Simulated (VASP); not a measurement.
Set up this calculation in VASP 6.6.1, as the native input.

* Task: relaxation of cell and atoms
* Functional: PBEsol
* Potentials or basis: VASP PAW PBE potentials, release 64 (Cu)
* Cutoff: 600 eV
* k mesh: 10 × 10 × 10
* Occupations: fermi-dirac, width 0.1 eV
* Spin: no spin polarisation
* Target pressure: 40 GPa
* Dipole correction: no
* Further INCAR settings: ALGO = Normal; EDIFF = 1e-07; IBRION = 2; EDIFFG = -0.03; NSW = 50; ISIF = 3

The structure of Cu lies in POSCAR:

```
Cu
1.0
    2.3500000000      0.0000000000      0.0000000000
    0.0000000000      2.3500000000      0.0000000000
    0.0000000000      0.0000000000      2.3500000000
Cu
1
Direct
    0.0000000000      0.0000000000      0.0000000000
```

One way to write it, as run:

INCAR

```
SYSTEM = Cu
PREC = Accurate
ENCUT = 600
EDIFF = 1E-7
ISMEAR = -1
SIGMA = 0.1
LREAL = .False.
LASPH = .True.
NELM = 60
ALGO = Normal
ISIF = 3
LWAVE = .False.
LCHARG = .False.
GGA = PS
IBRION = 2
NSW = 50
EDIFFG = -0.03
PSTRESS = 400.0
```

KPOINTS

```
Automatic mesh
0
Gamma
  10 10 10
  0 0 0
```

Potentials or basis: VASP PAW PBE potentials, release 64 (Cu).

The run is started by

```bash
$ cat potpaw_PBE.64/Cu/POTCAR > POTCAR
$ mpirun -np 1 vasp_std > vasp.out
```

It gave:

The relaxed volume is 10.79 Å³/atom and the relaxed cell is a = 2.210 Å, b = 2.210 Å, c = 2.210 Å, α = 90.00°, β = 90.00°, γ = 90.00°. The space group after relaxing (to 0.05 Å) is Pm-3m (No. 221) and the energy change on relaxing (the enthalpy is what falls) is +244.0 meV/atom. The ionic steps are 5 and the pressure after relaxing is 40.0 GPa.

Caveat: the cell is relaxed towards a set pressure, so the enthalpy falls and the energy may rise; the volume moved by over 15 % at a fixed basis, so the end points are rough; the PAW data sets were made with another functional, which shifts forces and pressure a little.

It took 40 s on 1 thread of Intel Xeon 8259CL, on a shared host, peak memory 0.14 GiB.
